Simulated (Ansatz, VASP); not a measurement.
## Two plane-wave programs on SiC

```
Si C
1.0
     0.00000    2.00008    2.17400
     2.00008    0.00000    2.17400
     2.00008    2.00008    0.00000
Si C
1 1
Direct
  0.00000 0.00000 0.00000
  0.75000 0.75000 0.75000
```

Change from the starting cell: strain -0.080 along x and y, +0.000 along z, atoms carried along.

Alike in both runs: task single point; functional r2SCAN; k mesh 12 × 12 × 12; occupations gaussian, width 0.05 eV; no spin polarisation.

```csv
,VASP,Ansatz
version,VASP 6.6.1,Ansatz 0.2.0
potentials or method,"VASP PAW PBE potentials, release 64 (Si, C), cutoff 520 eV","scalar-relativistic, plane waves, PAW"
valence electrons in the cell,8,8
```

VASP gave:

```
gap on the k mesh at the Fermi level (eV)                     : 1.05
least direct gap on the mesh (eV)                             : 5.16
pressure (GPa)                                                : 53.2
traceless stress, the component that is largest in VASP (GPa) : -19.28
```

**Question.** Estimate Ansatz's values.

**Answer.** gap on the k mesh at the Fermi level (eV): 1.03; least direct gap on the mesh (eV): 5.14; pressure (GPa): 53.6; traceless stress, the component that is largest in VASP (GPa): -19.16.

VASP's potentials were made for PBE, not for r2SCAN. Both programs put the cell under a high pressure, so it lies far from rest at this level. With one functional, cell and mesh, what is left measures potentials, basis and numerics.
